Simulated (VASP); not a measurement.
**Na2Al2O: single point with PBE**

Na2Al2O:

```
Na Al O
1.0
     3.52112    0.00000    0.00000
     0.00000    3.52112    0.00000
     0.00000    0.00000    8.81820
Na Al O
2 2 1
Direct
  0.00000 0.00000 0.63763
  0.00000 0.00000 0.36237
  0.00000 0.50000 0.00000
  0.50000 0.00000 0.00000
  0.50000 0.50000 0.50000
```

The cell was generated, and may not be a known phase.

```yaml
Program: VASP 6.6.1
Task: single point
Functional: PBE
Potentials_or_basis: VASP PAW PBE potentials, release 64 (Na_pv, Al, O)
Cutoff: 520 eV
k_mesh: 6 × 6 × 2
Occupations: gaussian, width 0.1 eV
Spin: collinear spin, ferromagnetic start
Starting_moments: "[0.0, 0.0, 0.0, 0.0, 1.0] μB"
Dipole_correction: no
Further_INCAR_settings: ALGO = Normal; EDIFF = 1e-06; NBANDS = 25
```

```json
{
  "Pressure": "0.1 GPa",
  "Largest force": "0.027 eV/Å",
  "Band gap on the k mesh": "zero (filled and empty bands overlap)",
  "Net moment": "0.00 μB per cell",
  "Valence electrons inside the program's atomic spheres": "Na 6.02; Al 0.85; O 4.80"
}
```

Forces on the atoms (eV/Å):
```
Na   0.000  0.000  0.027
Na   0.000  0.000 -0.027
Al   0.000  0.000  0.000
Al   0.000  0.000  0.000
O    0.000  0.000  0.000
```

Levels at points of the mesh, in eV from the Fermi level:
Spin up:
```tsv
k point	band 9	band 10	band 11	band 12	band 13	band 14	band 15	band 16	band 17	band 18
(0.00, 0.00, 0.00)	-2.96	-0.64	-0.06	-0.06	1.19	1.25	1.25	3.15	4.58	5.44
(0.50, 0.00, 0.00)	-5.96	-1.54	-0.78	-0.09	0.04	0.53	3.73	3.80	4.13	4.46
(0.50, 0.50, 0.00)	-3.31	-2.93	-2.93	-1.08	-1.08	-0.31	2.31	2.31	3.32	3.97
(0.00, 0.00, 0.50)	-2.83	-1.12	-0.06	-0.06	1.25	1.25	2.55	3.11	3.18	4.59
(0.50, 0.00, 0.50)	-5.96	-1.62	-0.53	0.04	0.07	0.13	3.73	3.80	4.20	4.83
(0.50, 0.50, 0.50)	-3.31	-2.93	-2.93	-1.10	-1.10	-0.28	2.38	2.38	3.25	3.81
```
Spin down:
```csv
k point,band 9,band 10,band 11,band 12,band 13,band 14,band 15,band 16,band 17,band 18
"(0.00, 0.00, 0.00)",-2.96,-0.64,-0.06,-0.06,1.19,1.25,1.25,3.15,4.58,5.45
"(0.50, 0.00, 0.00)",-5.96,-1.54,-0.78,-0.09,0.04,0.53,3.73,3.80,4.13,4.46
"(0.50, 0.50, 0.00)",-3.31,-2.93,-2.93,-1.08,-1.08,-0.31,2.31,2.31,3.32,3.97
"(0.00, 0.00, 0.50)",-2.83,-1.12,-0.06,-0.06,1.25,1.25,2.55,3.11,3.18,4.59
"(0.50, 0.00, 0.50)",-5.96,-1.62,-0.53,0.04,0.07,0.13,3.73,3.80,4.20,4.83
"(0.50, 0.50, 0.50)",-3.31,-2.93,-2.93,-1.10,-1.10,-0.28,2.38,2.38,3.25,3.81
```

It took 2.3 min on 1 thread of Intel(R) Xeon(R) Platinum 8488C (Sapphire Rapids), with other jobs on the host, peak memory 0.3 GiB.
